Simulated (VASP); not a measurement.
Input of a VASP 6.6.1 run:

Contents of INCAR:

```
SYSTEM = Sn
  PREC = Accurate
  ENCUT = 600
  EDIFF = 1E-6
  ISMEAR = 0
  SIGMA = 0.1
  LREAL = .False.
  LASPH = .True.
  NELM = 60
  ALGO = Fast
  ISIF = 4
  LWAVE = .False.
  LCHARG = .False.
  GGA = PS
  IBRION = 2
  NSW = 50
  EDIFFG = -0.01
```

Contents of KPOINTS:

```
Automatic mesh
0
Gamma
  14 14 14
  0 0 0
```

Contents of POSCAR:

```
Sn
1.0
   -2.9669713826      2.9669713826      1.6181109153
    2.9669713826     -2.9669713826      1.6181109153
    2.9669713826      2.9669713826     -1.6181109153
Sn
2
Direct
    0.7500000000      0.2500000000      0.5000000000
    0.0000000000      0.0000000000      0.0000000000
```

Potentials or basis: VASP PAW PBE potentials, release 64 (Sn_d).

Launch:

```bash
$ cat potpaw_PBE.64/Sn_d/POTCAR > POTCAR
$ mpirun -np 1 vasp_std > vasp.out
```

(1) Estimate the band gap on the k mesh.

Answers

(1) zero (bands 14 and 15 overlap by 3.76 eV).

Caveat: the relaxation stopped at its first step, so nothing moved; spin-orbit coupling is left out, which moves the levels of the heavy elements.
